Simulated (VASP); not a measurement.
# InP (zincblende type) (F-43m) in VASP: notebook

Runs on InP (zincblende type). Level: LDA. Tasks: single point.

Program: VASP 6.6.1. These are calculated values, not measurements. Logs are shortened: lines on timing, memory, paths and dates and some standing lists are left out, and cuts for length are marked.

## 1. The cell of the first run

The structure is cubic, space group F-43m (No. 216). The conventional cell has a = 5.022 Å, b = 5.022 Å, c = 5.022 Å, α = 90.00°, β = 90.00°, γ = 90.00°. Within 2.9 Å of In (site symmetry -43m) lie 4 P at 2.17 Å. P (site symmetry -43m) has 4 In at 2.17 Å within 2.9 Å.

## 2. Single point, LDA (volume scaled by 0.64)

Input file INCAR:

```
ALGO     = Normal         # electronic algorithm
EDIFF    = 1E-6           # SCF threshold, eV
ENCUT    = 500            # plane-wave cutoff, eV
GGA_COMPAT= F            
ISIF     = 2              # what is computed and relaxed
ISMEAR   = -1             # smearing method
LASPH    = T              # aspherical terms in the spheres
LCHARG   = F              # write CHGCAR
LREAL    = F              # projectors in reciprocal space
LWAVE    = F              # write WAVECAR
NBANDS   = 16             # bands
NELM     = 120            # most SCF steps
PREC     = Accurate       # precision mode
SIGMA    = 0.05           # smearing width, eV
```

Input file KPOINTS:

```
k-points
0
Gamma
  11 11 11
```

Input file POSCAR:

```
InP
1.0
    0.0000000000      2.5108418368      2.5108418368
    2.5108418368      0.0000000000      2.5108418368
    2.5108418368      2.5108418368      0.0000000000
In P
1 1
Direct
    0.0000000000      0.0000000000      0.0000000000
    0.2500000000      0.2500000000      0.2500000000
```

Potentials or basis: VASP PAW LDA potentials, release 64 (In_d, P).

Command:

```console
> cat potpaw_LDA.64/In_d/POTCAR potpaw_LDA.64/P/POTCAR > POTCAR
> mpirun -np 1 vasp_std > vasp.out
```

OUTCAR:

```text
EDIFF = 1E-6
   ENCUT = 500
   ISIF = 2
   ISMEAR = -1
   LASPH = T
   LREAL = F
   NELM = 120
   PREC = Accurate

 ion  position               nearest neighbor table
   1  0.000  0.000  0.000-   2 2.17   2 2.17   2 2.17   2 2.17
   2  0.250  0.250  0.250-   1 2.17   1 2.17   1 2.17   1 2.17

  LATTYP: Found a face centered cubic cell.
 ALAT       =     5.0216836736

  Lattice vectors:

 A1 = (   0.0000000000,   2.5108418368,   2.5108418368)
 A2 = (   2.5108418368,   0.0000000000,   2.5108418368)
 A3 = (   2.5108418368,   2.5108418368,   0.0000000000)

Analysis of symmetry for initial positions (statically):
=====================================================================
 Subroutine PRICEL returns:
 Original cell was already a primitive cell.

 Routine SETGRP: Setting up the symmetry group for a
 face centered cubic supercell.

 Subroutine GETGRP returns: Found 24 space group operations
 (whereof 24 operations were pure point group operations)
 out of a pool of 48 trial point group operations.

The static configuration has the point symmetry T_d .

Analysis of symmetry for dynamics (positions and initial velocities):
=====================================================================
 Subroutine PRICEL returns:
 Original cell was already a primitive cell.

 Routine SETGRP: Setting up the symmetry group for a
 face centered cubic supercell.

 Subroutine GETGRP returns: Found 24 space group operations
 (whereof 24 operations were pure point group operations)
 out of a pool of 48 trial point group operations.

The dynamic configuration has the point symmetry T_d .

 Subroutine INISYM returns: Found 24 space group operations
 (whereof 24 operations are pure point group operations),
 and found     1 'primitive' translations

----------------------------------------------------------------------------------------

                                     Primitive cell

  volume of cell :      31.6583

  direct lattice vectors                    reciprocal lattice vectors
     0.000000000  2.510841837  2.510841837    -0.199136398  0.199136398  0.199136398
     2.510841837  0.000000000  2.510841837     0.199136398 -0.199136398  0.199136398
     2.510841837  2.510841837  0.000000000     0.199136398  0.199136398 -0.199136398

  length of vectors
     3.550866579  3.550866579  3.550866579     0.344914359  0.344914359  0.344914359

  position of ions in fractional coordinates (direct lattice)
     0.000000000  0.000000000  0.000000000
     0.250000000  0.250000000  0.250000000

  ion indices of the primitive-cell ions
   primitive index   ion index
                 1           1
                 2           2

----------------------------------------------------------------------------------------

 KPOINTS: k-points

Automatic generation of k-mesh.
 Grid dimensions read from file:
 generate k-points for:   11   11   11

 Generating k-lattice:

  Cartesian coordinates                     Fractional coordinates (reciprocal lattice)
    -0.018103309  0.018103309  0.018103309     0.090909091  0.000000000  0.000000000
     0.018103309 -0.018103309  0.018103309     0.000000000  0.090909091  0.000000000
     0.018103309  0.018103309 -0.018103309     0.000000000  0.000000000  0.090909091

  Length of vectors
     0.031355851  0.031355851  0.031355851

  Shift w.r.t. Gamma in fractional coordinates (k-lattice)
     0.000000000  0.000000000  0.000000000

 Subroutine IBZKPT returns following result:
 ===========================================

 Found     56 irreducible k-points:

 Following reciprocal coordinates:
            Coordinates               Weight
  0.000000  0.000000  0.000000      1.000000
  0.090909  0.000000  0.000000      8.000000
  0.181818  0.000000  0.000000      8.000000
  0.272727  0.000000  0.000000      8.000000
  0.363636  0.000000  0.000000      8.000000
  0.454545  0.000000  0.000000      8.000000
[... 16 lines left out ...]
 -0.272727  0.181818  0.000000     24.000000
 -0.181818  0.181818  0.000000     12.000000
 [... further k-points ...]
   k-points           NKPTS =     56   k-points in BZ     NKDIM =     56   number of bands    NBANDS=     16
   number of dos      NEDOS =    301   number of ions     NIONS =      2
   total plane-waves  NPLWV =  21952
   dimension x,y,z NGX =    28 NGY =   28 NGZ =   28
   dimension x,y,z NGXF=    56 NGYF=   56 NGZF=   56
   ions per type =               1   1
   NGX,Y,Z   is equivalent  to a cutoff of  13.11, 13.11, 13.11 a.u.
   NGXF,Y,Z  is equivalent  to a cutoff of  26.22, 26.22, 26.22 a.u.
 SYSTEM =  unknown system
   PREC   = accura    normal or accurate (medium, high low for compatibility)
   ISTART =      0    job   : 0-new  1-cont  2-samecut
   ICHARG =      2    charge: 1-file 2-atom 10-const
   ISPIN  =      1    spin polarized calculation?
   LNONCOLLINEAR =      F non collinear calculations
   LSORBIT =      F    spin-orbit coupling
   LASPH  =      T    aspherical Exc in radial PAW
   ENCUT  =  500.0 eV  36.75 Ry    6.06 a.u.   6.47  6.47  6.47*2*pi/ulx,y,z
   NELM   =    120;   NELMIN=  2; NELMDL= -5     # of ELM steps
   EDIFF  = 0.1E-05   stopping-criterion for ELM
   LREAL  =      F    real-space projection
   EDIFFG = 0.1E-04   stopping-criterion for IOM
   NSW    =      0    number of steps for IOM
   IBRION =     -1    ionic relax: 0-MD 1-quasi-New 2-CG
   NFREE  =      0    steps in history (QN), initial steepest desc. (CG)
   ISIF   =      2    stress and relaxation
   ISYM   =      2    0-nonsym 1-usesym 2-fastsym
   POTIM  = 0.5000    time-step for ionic-motion
   TEBEG  =    0.0;   TEEND  =   0.0 temperature during run
   PSTRESS=    0.0 pullay stress
   NELECT =      18.0000    total number of electrons
   NUPDOWN=      -1.0000    fix difference up-down
   EMIN   =  10.00;   EMAX   =-10.00  energy-range for DOS
   EFERMI =   0.00;   METHOD = LEGACY
   ISMEAR =    -1;   SIGMA  =   0.05  broadening in eV -4-tet -1-fermi 0-gaus
   EFERMI_NEDOS =   21; number of points for ismear=-14 and -15
   IALGO  =     38    algorithm
   IMIX   =      4    mixing-type and parameters
     AMIX     =   0.40;   BMIX     =  1.00
     AMIX_MAG =   1.60;   BMIX_MAG =  1.00
  volume/ion in A,a.u.               =      15.83       106.82
  Fermi-wavevector in a.u.,A,eV,Ry     =   1.356239  2.562921 25.026351  1.839385
  Thomas-Fermi vector in A             =   2.483259
   LORBIT       =      0    0 simple, 1 ext, 2 COOP (PROOUT), +10 PAW based schemes
   GGA     = CA    functional components
   LHFCALC =     F    Hartree Fock is set to
   AEXX    =    0.0000 exact exchange contribution
   IVDW    =     0    specifies the selected vdW correction
   LEPSILON=     F    determine dielectric tensor
   LRPA    =     F    only Hartree local field effects (RPA)
 non-spin polarized calculation
  energy-cutoff  :      500.00
  volume of cell :       31.66
 maximum number of plane-waves:       821
 NGX is ok and might be reduce to    28
   NGX = 13   NGY = 13   NGZ = 13

 number of electron      17.9999995 magnetization

 Free energy of the ion-electron system (eV)
  ---------------------------------------------------
  ext. energy  EPLUGINS =         0.00000000
  ---------------------------------------------------
  free energy    TOTEN  =        -6.47580813 eV

  energy without entropy =       -6.47578242  energy(sigma->0) =       -6.47579527

 E-fermi :  12.0913     XC(G=0): -11.7766

 val. band max:       11.8527016018   @ k =   0.0000   0.0000   0.0000
 cond. band min:      12.3642428213   @ k =   0.4545   0.4545   0.0000
 fundamental gap:      0.5115412195
 Fermi energy:        12.0912557573

 k-point     1 :       0.0000    0.0000    0.0000
  band No.  band energies     occupation
      1      -4.5977      2.00000
      2      -4.5977      2.00000
      3      -4.5977      2.00000
      4      -4.1184      2.00000
      5      -4.0324      2.00000
      6      -4.0324      2.00000
[... 8 lines left out ...]
     15      21.7947      0.00000
     16      22.4053      0.00000

 k-point     2 :       0.0909    0.0000    0.0000
  band No.  band energies     occupation
      1      -4.7008      2.00000
      2      -4.5813      2.00000
      3      -4.5813      2.00000
      4      -4.0335      2.00000
      5      -4.0335      2.00000
      6      -3.8771      2.00000
[... 8 lines left out ...]
     15      21.0560      0.00000
     16      22.5430      0.00000

 k-point     3 :       0.1818    0.0000    0.0000
  band No.  band energies     occupation
      1      -4.8479      2.00000
      2      -4.5406      2.00000
      3      -4.5406      2.00000
      4      -4.0324      2.00000
      5      -4.0324      2.00000
      6      -3.3128      2.00000
[... 8 lines left out ...]
     15      20.3906      0.00000
     16      22.0455      0.00000

 k-point     4 :       0.2727    0.0000    0.0000
  band No.  band energies     occupation
      1      -4.9707      2.00000
      2      -4.4964      2.00000
      3      -4.4964      2.00000
      4      -4.0198      2.00000
      5      -4.0198      2.00000
      6      -2.4932      2.00000
[... 8 lines left out ...]
     15      20.6130      0.00000
     16      21.8203      0.00000

 k-point     5 :       0.3636    0.0000    0.0000
  band No.  band energies     occupation
      1      -5.0605      2.00000
      2      -4.4671      2.00000
      3      -4.4671      2.00000
      4      -3.9948      2.00000
      5      -3.9948      2.00000
      6      -1.4563      2.00000
[... 8 lines left out ...]
     15      21.6699      0.00000
     16      22.4308      0.00000

 k-point     6 :       0.4545    0.0000    0.0000
  band No.  band energies     occupation
      1      -5.1085      2.00000
      2      -4.4553      2.00000
      3      -4.4553      2.00000
      4      -3.9732      2.00000
      5      -3.9732      2.00000
      6      -0.4198      2.00000
[... 8 lines left out ...]
     15      22.8718      0.00000
     16      23.5269      0.00000
[... 267 lines left out ...]
 k-point    21 :      -0.4545    0.1818    0.0000
  band No.  band energies     occupation
      1      -5.1013      2.00000
      2      -4.4268      2.00000
      3      -4.3636      2.00000
      4      -4.0660      2.00000
      5      -3.9690      2.00000
      6       0.1957      2.00000
[... 8 lines left out ...]
     15      22.7110      0.00000
     16      24.5504      0.00000

 k-point    22 :      -0.3636    0.1818    0.0000
  band No.  band energies     occupation
      1      -5.0829      2.00000
      2      -4.4351      2.00000
      3      -4.3786      2.00000
      4      -4.0320      2.00000
      5      -4.0126      2.00000
      6      -0.2703      2.00000
[... 8 lines left out ...]
     15      22.4986      0.00000
     16      24.3760      0.00000

 k-point    23 :      -0.2727    0.1818    0.0000
  band No.  band energies     occupation
      1      -5.0389      2.00000
      2      -4.4471      2.00000
      3      -4.4141      2.00000
      4      -4.0528      2.00000
      5      -4.0175      2.00000
      6      -1.3076      2.00000
[... 8 lines left out ...]
     15      23.2643      0.00000
     16      24.8431      0.00000

 k-point    24 :      -0.1818    0.1818    0.0000
  band No.  band energies     occupation
      1      -4.9784      2.00000
      2      -4.4690      2.00000
      3      -4.4679      2.00000
      4      -4.0665      2.00000
      5      -4.0149      2.00000
      6      -2.2348      2.00000
[... 8 lines left out ...]
     15      22.8854      0.00000
     16      24.3511      0.00000

 [... further k-points ...]
[... 5 lines left out ...]
  --------------------------------------------------------------------------------------
  -------------------------------------------------------------------------------------
  Total       16.8729116     16.8729116     16.8729116      0.0000000      0.0000000      0.0000000
  in kB      853.9108805    853.9108805    853.9108805      0.0000000      0.0000000      0.0000000
  external PRESSURE =     853.9108805 kB  Pullay stress =       0.0000000 kB

 VOLUME and BASIS-vectors are now :
 -----------------------------------------------------------------------------
  energy-cutoff  :      500.00
  volume of cell :       31.66
      direct lattice vectors                 reciprocal lattice vectors
     0.000000000  2.510841837  2.510841837    -0.199136398  0.199136398  0.199136398
     2.510841837  0.000000000  2.510841837     0.199136398 -0.199136398  0.199136398
     2.510841837  2.510841837  0.000000000     0.199136398  0.199136398 -0.199136398

 POSITION                                       TOTAL-FORCE (eV/Angst)
 -----------------------------------------------------------------------------------
      0.00000      0.00000      0.00000         0.000000      0.000000      0.000000
      1.25542      1.25542      1.25542        -0.000000     -0.000000     -0.000000
 -----------------------------------------------------------------------------------
    total drift:                               -0.000001     -0.000001     -0.000001

  FREE ENERGIE OF THE ION-ELECTRON SYSTEM (eV)
  ---------------------------------------------------
  free  energy   TOTEN  =        -6.4758081300 eV

  energy  without entropy=       -6.4757824153  energy(sigma->0) =       -6.47579527
```

It took 20 s on 1 thread of Intel Xeon Platinum 8375C at 2.90GHz (Ice Lake), shared host; peak memory 0.15 GiB.

What came out:

- Free energy: -6.4758 eV
- Pressure: 85.4 GPa
- Band gap on the k mesh: 0.51 eV, indirect (least direct gap 2.55 eV)

Levels at points of the mesh, in eV from the valence-band top:
| k point | band 6 | band 7 | band 8 | band 9 | band 10 | band 11 | band 12 | band 13 |
| --- | --- | --- | --- | --- | --- | --- | --- | --- |
| (0.00, 0.00, 0.00) | -15.89 | 0.00 | 0.00 | 0.00 | 2.55 | 3.37 | 3.37 | 3.37 |

Caveat: spin-orbit coupling is left out, which moves the levels of the heavy elements. A k mesh can miss the band edges.

## 3. Single point, LDA (volume scaled by 0.64)

Input file INCAR:

```
ALGO = Normal ; EDIFF = 1E-6
ENCUT = 500 ; GGA = CA
GGA_COMPAT = F ; ISIF = 2
ISMEAR = -1 ; LASPH = T
LCHARG = T ; LELF = T
LREAL = F ; LVHAR = T
LWAVE = F ; NBANDS = 16
NELM = 120 ; PREC = Accurate
SIGMA = 0.05
```

KPOINTS is that of step 2.

POSCAR is that of step 2.

Potentials or basis: VASP PAW LDA potentials, release 64 (In_d, P).

Command:

```console
> cat potpaw_LDA.64/In_d/POTCAR potpaw_LDA.64/P/POTCAR > POTCAR
> mpirun -np 1 vasp_std > vasp.out
```

Run time: 19 s. Hardware: 1 thread of Intel Xeon Platinum 8375C at 2.90GHz (Ice Lake), shared host; peak memory 0.15 GiB.

It converged, with:

| Quantity | Value |
| --- | --- |
| Free energy | -6.4758 eV |
| Pressure | 85.4 GPa |
| Band gap on the k mesh | 0.51 eV, indirect (least direct gap 2.55 eV) |

Levels at points of the mesh, in eV from the valence-band top:
```
           k point  band 6  band 7  band 8  band 9  band 10  band 11  band 12  band 13
(0.00, 0.00, 0.00)  -15.89    0.00    0.00    0.00     2.55     3.37     3.37     3.37
```

Caveat: spin-orbit coupling is left out, which moves the levels of the heavy elements.
